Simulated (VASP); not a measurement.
# MgS (I4/mmm) in VASP: further runs, part 2 of 2

VASP 6.6.1. Earlier steps stand in the parts before.

## Step 4: Single point, PBEsol (strain +0.030 along x and y, +0.000 along z)

Contents of INCAR:

```
  PREC = Accurate
  ENCUT = 520
  EDIFF = 1E-7
  ISMEAR = 0
  SIGMA = 0.05
  LREAL = False
  LASPH = True
  NELM = 100
  ALGO = Normal
  ISIF = 2
  LWAVE = False
  LCHARG = False
  GGA = PS
  NBANDS = 11
```

Contents of KPOINTS:

```
Automatic mesh
0
Gamma
  8 8 8
```

Contents of POSCAR:

```
MgS
1.0
    0.0000000000      2.6796995000      2.6016500000
    2.6796995000      0.0000000000      2.6016500000
    2.6796995000      2.6796995000      0.0000000000
Mg S
1 1
Direct
    0.0000000000      0.0000000000      0.0000000000
    0.5000000000      0.5000000000      0.5000000000
```

Potentials or basis: VASP PAW PBE potentials, release 64 (Mg, S).

Launch:

```sh
cat potpaw_PBE.64/Mg/POTCAR potpaw_PBE.64/S/POTCAR > POTCAR
mpirun -np 1 vasp_std > vasp.out
```

OUTCAR:

```text
PREC = Accurate
   ENCUT = 520
   EDIFF = 1E-7
   ISMEAR = 0
   LREAL = False
   LASPH = True
   NELM = 100
   ISIF = 2
   GGA = PS

 ion  position               nearest neighbor table
   1  0.000  0.000  0.000-   2 2.60   2 2.60   2 2.68   2 2.68   2 2.68   2 2.68
   2  0.500  0.500  0.500-   1 2.60   1 2.60   1 2.68   1 2.68   1 2.68   1 2.68

  LATTYP: Found a body centered tetragonal cell.
 ALAT       =     3.7896673760
 C/A-ratio  =     1.3730228761

  Lattice vectors:

 A1 = (   0.0000000000,  -2.6796995000,  -2.6016500000)
 A2 = (   0.0000000000,   2.6796995000,  -2.6016500000)
 A3 = (   2.6796995000,   0.0000000000,   2.6016500000)

Analysis of symmetry for initial positions (statically):
=====================================================================
 Subroutine PRICEL returns:
 Original cell was already a primitive cell.

 Routine SETGRP: Setting up the symmetry group for a
 body centered tetragonal supercell.

 Subroutine GETGRP returns: Found 16 space group operations
 (whereof 16 operations were pure point group operations)
 out of a pool of 16 trial point group operations.

The static configuration has the point symmetry D_4h.

Analysis of symmetry for dynamics (positions and initial velocities):
[... 165 lines left out ...]

 k-point     1 :       0.0000    0.0000    0.0000
  band No.  band energies     occupation
      1      -9.1968      2.00000
      2       3.0707      2.00000
      3       3.2070      2.00000
      4       3.2070      2.00000
      5       6.3142      0.00000
      6      10.9543      0.00000
      7      10.9543      0.00000
      8      11.2470      0.00000
      9      13.2054      0.00000
     10      13.5915      0.00000
     11      15.3229      0.00000
[... 309 lines left out ...]
 k-point    24 :       0.3750   -0.0000    0.1250
  band No.  band energies     occupation
      1      -8.2992      2.00000
      2      -0.4057      2.00000
      3       2.2957      2.00000
      4       2.4525      2.00000
      5       8.1946      0.00000
      6       9.4898      0.00000
      7      11.0670      0.00000
      8      11.2169      0.00000
      9      14.1238      0.00000
     10      15.6459      0.00000
     11      15.6927      0.00000

 [... further k-points ...]
[... 5 lines left out ...]
  --------------------------------------------------------------------------------------
  -------------------------------------------------------------------------------------
  Total       -1.3191140     -1.3191140     -0.7902843      0.0000000     -0.0000000      0.0000000
  in kB      -56.5642271    -56.5642271    -33.8877597      0.0000000     -0.0000000      0.0000000
  external PRESSURE =     -49.0054047 kB  Pullay stress =       0.0000000 kB

 VOLUME and BASIS-vectors are now :
 -----------------------------------------------------------------------------
  energy-cutoff  :      520.00
  volume of cell :       37.36
      direct lattice vectors                 reciprocal lattice vectors
     0.000000000  2.679699500  2.601650000    -0.186588086  0.186588086  0.192185728
     2.679699500  0.000000000  2.601650000     0.186588086 -0.186588086  0.192185728
     2.679699500  2.679699500  0.000000000     0.186588086  0.186588086 -0.192185728

 POSITION                                       TOTAL-FORCE (eV/Angst)
 -----------------------------------------------------------------------------------
      0.00000      0.00000      0.00000        -0.000000     -0.000000     -0.000000
      2.67970      2.67970      2.60165         0.000000      0.000000      0.000000
 -----------------------------------------------------------------------------------
    total drift:                                0.000000      0.000000      0.000000

  FREE ENERGIE OF THE ION-ELECTRON SYSTEM (eV)
  ---------------------------------------------------
  free  energy   TOTEN  =        -9.0261725378 eV

  energy  without entropy=       -9.0261725378  energy(sigma->0) =       -9.02617254
```

OSZICAR:

```text
N       E                     dE             d eps       ncg     rms          rms(c)
DAV:   1     0.198053961320E+02    0.19805E+02   -0.36036E+03  1386   0.591E+02
DAV:   2    -0.802507982700E+01   -0.27830E+02   -0.26314E+02  1640   0.957E+01
DAV:   3    -0.941143256354E+01   -0.13864E+01   -0.13843E+01  1618   0.229E+01
DAV:   4    -0.942055738161E+01   -0.91248E-02   -0.91242E-02  1566   0.219E+00
DAV:   5    -0.942064710961E+01   -0.89728E-04   -0.89727E-04  1643   0.217E-01    0.388E+00
DAV:   6    -0.907174190331E+01    0.34891E+00   -0.77683E-01  1484   0.332E+00    0.290E+00
DAV:   7    -0.902981628680E+01    0.41926E-01   -0.18605E-01  1576   0.178E+00    0.184E+00
DAV:   8    -0.902646278724E+01    0.33535E-02   -0.12022E-02  1439   0.630E-01    0.738E-01
DAV:   9    -0.902618694978E+01    0.27584E-03   -0.63819E-04  1532   0.135E-01    0.327E-01
DAV:  10    -0.902617198789E+01    0.14962E-04   -0.18084E-04  1511   0.588E-02    0.723E-03
DAV:  11    -0.902617277902E+01   -0.79114E-06   -0.18917E-06  1585   0.868E-03    0.176E-02
DAV:  12    -0.902617265344E+01    0.12559E-06   -0.18770E-07  1522   0.241E-03    0.494E-03
DAV:  13    -0.902617254355E+01    0.10989E-06   -0.97456E-08   931   0.129E-03    0.232E-04
DAV:  14    -0.902617253779E+01    0.57654E-08   -0.36367E-09   841   0.437E-04
   1 F= -.90261725E+01 E0= -.90261725E+01  d E =-.475634E-14
```

stdout:

```text
POSCAR found type information on POSCAR MgS
 POSCAR found :  2 types and       2 ions
 scaLAPACK will be used
 -----------------------------------------------------------------------------
|                                                                             |
|                                                                             |
|     You enforced a specific xc type in the INCAR file but a different       |
|     I HOPE YOU KNOW WHAT YOU ARE DOING!                                     |
|                                                                             |
 -----------------------------------------------------------------------------

 LDA part: xc-table for (Slater+PW92), standard interpolation
 POSCAR, INCAR and KPOINTS ok, starting setup
 FFT: planning ... GRIDC
 FFT: planning ... GRID_SOFT
 FFT: planning ... GRID
 WAVECAR not read
 entering main loop
```

Wall time 22 s (1 thread of AMD EPYC 7R13, shared host); peak memory 0.17 GiB.

Results:

* Free energy: -9.0262 eV
* Pressure: -4.9 GPa
* Band gap on the k mesh: 2.46 eV, indirect (least direct gap 3.11 eV)

Stress tensor (GPa, compression positive):
```
-5.66  0.00  0.00
 0.00 -5.66  0.00
 0.00  0.00 -3.39
```

Caveat: the cell differs from its parent crystal (strain +0.030 along x and y, +0.000 along z); the PAW data sets were made with another functional, which shifts forces and pressure a little. A k mesh can miss the band edges.

## Step 5: Single point, PBEsol (strain +0.015 along x and y, +0.030 along z)

Contents of INCAR:

```
  ALGO = Normal
  EDIFF = 1E-7
  ENCUT = 520
  GGA = PS
  ISIF = 2
  ISMEAR = 0
  LASPH = T
  LCHARG = F
  LREAL = F
  LWAVE = F
  NBANDS = 11
  NELM = 80
  PREC = Accurate
  SIGMA = 0.05
```

Contents of KPOINTS:

```
k-points
0
Gamma
  8 8 8
```

Contents of POSCAR:

```
MgS
1.0
    0.0000000000      2.6406747500      2.6796995000
    2.6406747500      0.0000000000      2.6796995000
    2.6406747500      2.6406747500      0.0000000000
Mg S
1 1
Direct
    0.0000000000      0.0000000000      0.0000000000
    0.5000000000      0.5000000000      0.5000000000
```

Launch:

```sh
cat potpaw_PBE.64/Mg/POTCAR potpaw_PBE.64/S/POTCAR > POTCAR
mpirun -np 1 vasp_std > vasp.out
```

Run time: 19 s. Hardware: 1 thread of AMD EPYC 7R13, shared host; peak memory 0.17 GiB.

Results (log left out):

```
Free energy            : -9.0298 eV
Pressure               : -5.0 GPa
Band gap on the k mesh : 2.52 eV, indirect (least direct gap 3.11 eV)
```

Stress tensor (GPa, compression positive):
```
-4.66  0.00  0.00
 0.00 -4.66  0.00
 0.00  0.00 -5.70
```

Levels at points of the mesh, in eV from the valence-band top:
```csv
k point,band 1,band 2,band 3,band 4,band 5,band 6,band 7,band 8,band 9
"(0.00, 0.00, 0.00)",-12.40,-0.06,-0.06,0.00,3.11,7.75,7.89,7.89,10.10
"(0.50, 0.00, 0.00)",-11.22,-4.63,-0.59,-0.56,4.27,6.64,6.79,9.39,11.61
"(0.50, 0.50, 0.00)",-10.92,-4.01,-1.58,-1.58,2.59,4.40,11.16,12.58,12.69
"(0.50, 0.00, 0.50)",-10.87,-4.00,-1.70,-1.58,2.52,4.35,11.31,12.40,12.61
```

Caveat: the cell differs from its parent crystal (strain +0.015 along x and y, +0.030 along z); the PAW data sets were made with another functional, which shifts forces and pressure a little.

## Step 6: Single point, PBEsol (strain +0.030 along x and y, +0.015 along z)

Contents of INCAR:

```
ALGO = Normal
EDIFF = 1E-7
ENCUT = 520
GGA = PS
ISIF = 2
ISMEAR = 0
LASPH = True
LCHARG = True
LELF = True
LREAL = False
LVHAR = True
LWAVE = False
NBANDS = 11
NELM = 80
PREC = Accurate
SIGMA = 0.05
```

KPOINTS is that of step 5.

Contents of POSCAR:

```
MgS
1.0
    0.0000000000      2.6796995000      2.6406747500
    2.6796995000      0.0000000000      2.6406747500
    2.6796995000      2.6796995000      0.0000000000
Mg S
1 1
Direct
    0.0000000000      0.0000000000      0.0000000000
    0.5000000000      0.5000000000      0.5000000000
```

Potentials or basis: VASP PAW PBE potentials, release 64 (Mg, S).

Launch:

```sh
cat potpaw_PBE.64/Mg/POTCAR potpaw_PBE.64/S/POTCAR > POTCAR
mpirun -np 1 vasp_std > vasp.out
```

It took 23 s on 1 thread of AMD EPYC 7R13, shared host; peak memory 0.17 GiB.

Results (log left out):

```
Free energy            : -9.0112 eV
Pressure               : -5.8 GPa
Band gap on the k mesh : 2.49 eV, indirect (least direct gap 3.02 eV)
```

Stress tensor (GPa, compression positive):
```
-6.15  0.00  0.00
 0.00 -6.15  0.00
 0.00  0.00 -5.16
```

Levels at points of the mesh, in eV from the valence-band top:
```csv
k point,band 1,band 2,band 3,band 4,band 5,band 6,band 7,band 8
"(0.00, 0.00, 0.00)",-12.30,-0.07,0.00,0.00,3.02,7.82,7.82,7.96
"(0.50, 0.00, 0.00)",-11.16,-4.54,-0.56,-0.52,4.27,6.64,6.79,9.26
"(0.50, 0.50, 0.00)",-10.80,-3.90,-1.61,-1.61,2.49,4.39,11.24,12.43
"(0.50, 0.00, 0.50)",-10.85,-3.91,-1.61,-1.49,2.55,4.45,11.09,12.34
```

Caveat: the cell differs from its parent crystal (strain +0.030 along x and y, +0.015 along z); the PAW data sets were made with another functional, which shifts forces and pressure a little. A k mesh can miss the band edges.

## Step 7: The runs side by side

| cell | gap on the mesh (eV) | pressure (GPa) |
| --- | --- | --- |
| a = 3.707, b = 3.707, c = 3.734 Å, angles 59.8, 59.8, 60.5°, 2 atoms | 2.57 | -3.2 |
| a = 3.680, b = 3.680, c = 3.734 Å, angles 59.5, 59.5, 61.0°, 2 atoms | 2.54 | -2.1 |
| a = 3.735, b = 3.735, c = 3.790 Å, angles 59.5, 59.5, 61.0°, 2 atoms | 2.46 | -4.9 |
| a = 3.762, b = 3.762, c = 3.734 Å, angles 60.2, 60.2, 59.5°, 2 atoms | 2.52 | -5.0 |
| a = 3.762, b = 3.762, c = 3.790 Å, angles 59.8, 59.8, 60.5°, 2 atoms | 2.49 | -5.8 |

Alike in all rows: task single point; level PBEsol; potentials or basis VASP PAW PBE potentials, release 64 (Mg, S); no spin polarisation; k mesh 8 × 8 × 8; cutoff (eV) 520; smearing gaussian 0.05 eV.

Caveats: the PAW data sets were made with another functional, which shifts forces and pressure a little.

Total energies depend on the potentials used, so only differences within one code and one set of settings carry meaning.
